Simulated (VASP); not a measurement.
## HfO2: single point with BLYP+D3(BJ)

The system is HfO2.

```
CELL_PARAMETERS angstrom
5.11291 0.00000 0.00000
0.00000 4.90260 0.00000
0.00000 0.00000 4.92995
ATOMIC_POSITIONS crystal
Hf 0.96699 0.73252 0.74144
Hf 0.53301 0.73252 0.24144
Hf 0.46699 0.26748 0.74144
Hf 0.03301 0.26748 0.24144
O 0.63213 0.92865 0.87927
O 0.86787 0.92865 0.37927
O 0.23395 0.53988 0.49229
O 0.26605 0.53988 0.99229
O 0.76605 0.46012 0.99229
O 0.73395 0.46012 0.49229
O 0.13213 0.07135 0.87927
O 0.36787 0.07135 0.37927
```

```yaml
Program: VASP 6.6.1
Task: single point
Functional: BLYP
Dispersion: D3(BJ)
Potentials_or_basis: VASP PAW PBE potentials, release 64 (Hf_pv, O)
Cutoff: 520 eV
k_mesh: 5 × 6 × 5
Occupations: fermi-dirac, width 0.05 eV
Spin: no spin polarisation
Dipole_correction: no
Further_INCAR_settings: ALGO = Normal; EDIFF = 1e-06; NBANDS = 56
```

```yaml
Pressure: 25.0 GPa
Largest_force: 0.387 eV/Å
Band_gap_on_the_k_mesh: 4.71 eV, indirect (least direct gap 4.89 eV)
Dispersion_energy_per_atom: -0.577 eV
```

Forces in eV/Å, atoms in the order of the input:
```
Hf   0.195 -0.189  0.165
Hf  -0.195 -0.189  0.165
Hf   0.195  0.189  0.165
Hf  -0.195  0.189  0.165
O   -0.065 -0.116 -0.045
O    0.065 -0.116 -0.045
O    0.188  0.316 -0.120
O   -0.188  0.316 -0.120
O   -0.188 -0.316 -0.120
O    0.188 -0.316 -0.120
O   -0.065  0.116 -0.045
O    0.065  0.116 -0.045
```

Stress tensor (GPa, compression positive):
```
24.93  0.00  0.00
 0.00 26.03  0.00
 0.00  0.00 24.02
```

Levels at points of the mesh, in eV from the valence-band top:
| k point | band 40 | band 41 | band 42 | band 43 | band 44 | band 45 | band 46 | band 47 | band 48 | band 49 |
| --- | --- | --- | --- | --- | --- | --- | --- | --- | --- | --- |
| (0.00, 0.00, 0.00) | -0.99 | -0.71 | -0.18 | -0.06 | 0.00 | 5.29 | 5.51 | 5.65 | 6.11 | 6.21 |
| (0.00, 0.50, 0.00) | -0.86 | -0.78 | -0.35 | -0.22 | -0.11 | 4.78 | 5.23 | 5.30 | 5.97 | 6.02 |

It took 2 min on 1 thread of Intel(R) Xeon(R) 6975P-C (Granite Rapids), with other jobs on the host, peak memory 0.34 GiB.

Caveat: the PAW data sets were made with another functional, which shifts forces and pressure a little; spin-orbit coupling is left out, which moves the levels of the heavy elements. A k mesh can miss the band edges.
